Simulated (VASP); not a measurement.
Set up this calculation in VASP 6.6.1, as the native input.

```
Task                   : relaxation of shape and atoms at fixed volume
Functional             : PBEsol
Dispersion             : D3(BJ)
Potentials or basis    : VASP PAW PBE potentials, release 64 (P)
Cutoff                 : 600 eV
k mesh                 : 18 × 18 × 18
Occupations            : gaussian, width 0.1 eV
Spin                   : no spin polarisation
Dipole correction      : no
Further INCAR settings : ALGO = Normal; EDIFF = 1e-07; IBRION = 2; EDIFFG = -0.01; NSW = 50; ISIF = 4
```

The structure of P lies in POSCAR:

```
P
1.0
    2.4676458270      0.0000000000      0.0000000000
    0.0000000000      2.4676458270      0.0000000000
    0.0000000000      0.0000000000      2.4678188250
P
1
Direct
    0.0000000000      0.0000000000      0.0000000000
```

This isn't the form of P at room conditions, which is orthorhombic.

The input as run:

INCAR

```
SYSTEM = P
  ALGO = Normal
  EDIFF = 1E-7
  EDIFFG = -0.01
  ENCUT = 600
  GGA = PS
  IBRION = 2
  ISIF = 4
  ISMEAR = 0
  IVDW = 12
  LASPH = .TRUE.
  LCHARG = .FALSE.
  LREAL = .FALSE.
  LWAVE = .FALSE.
  NELM = 60
  NSW = 50
  PREC = Accurate
  SIGMA = 0.1
```

KPOINTS

```
k-points
0
G
  18 18 18
  0 0 0
```

Potentials or basis: VASP PAW PBE potentials, release 64 (P).

Command:

```console
$ cat potpaw_PBE.64/P/POTCAR > POTCAR
$ mpirun -np 1 vasp_std > vasp.out
```

It gave:

* Pressure after relaxing: -10.2 GPa
* Band gap on the k mesh: zero (an odd number of electrons rules out a gap without spin polarisation)
* Dispersion energy per atom: -0.376 eV

Caveat: the PAW data sets were made with another functional, which shifts forces and pressure a little; an odd number of electrons without spin polarisation forces a metal; a magnetic or distorted state may lie lower.

It took 16 s on 1 thread of AMD EPYC 9R45 96-Core Processor (Zen 5) (shared host), peak memory 0.14 GiB.
